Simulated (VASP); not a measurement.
Runs of VASP 6.6.1 on Mo. The structure is that of space group I4/mmm (No. 139), or close to it. The cells are those of the table. 

| cell | further INCAR settings | gap on the mesh (eV) | pressure (GPa) |
| --- | --- | --- | --- |
| a = 3.113, b = 3.113, c = 3.350 Å, 2 atoms | ALGO = Fast; EDIFF = 1e-07; NBANDS = 21 | none | -5.7 |
| a = 3.114, b = 3.114, c = 3.350 Å, 2 atoms | ALGO = Fast; EDIFF = 1e-06; NBANDS = 21 | none | -5.8 |
| a = 3.208, b = 3.208, c = 2.971 Å, 2 atoms | ALGO = Fast; EDIFF = 1e-06; NBANDS = 21 | none | 10.3 |
| a = 3.216, b = 3.216, c = 2.971 Å, 2 atoms | ALGO = Fast; EDIFF = 1e-07; NBANDS = 21 | none | (a) |

Alike in all rows: task single point; level PBE; potentials or basis VASP PAW PBE potentials, release 64 (Mo_sv); no spin polarisation; k mesh 16 × 16 × 16; cutoff (eV) 520; smearing gaussian 0.1 eV.

Question: Fill in the values left out.

Answer: (a) 8.8.

Caveats: the cell stands under tension (at least some runs); the cell stands under pressure (at least some runs).

A k mesh can miss the band edges, and the runs leave out spin-orbit coupling on Mo.

A gap of «none» marks levels without a gap at the run's occupations.
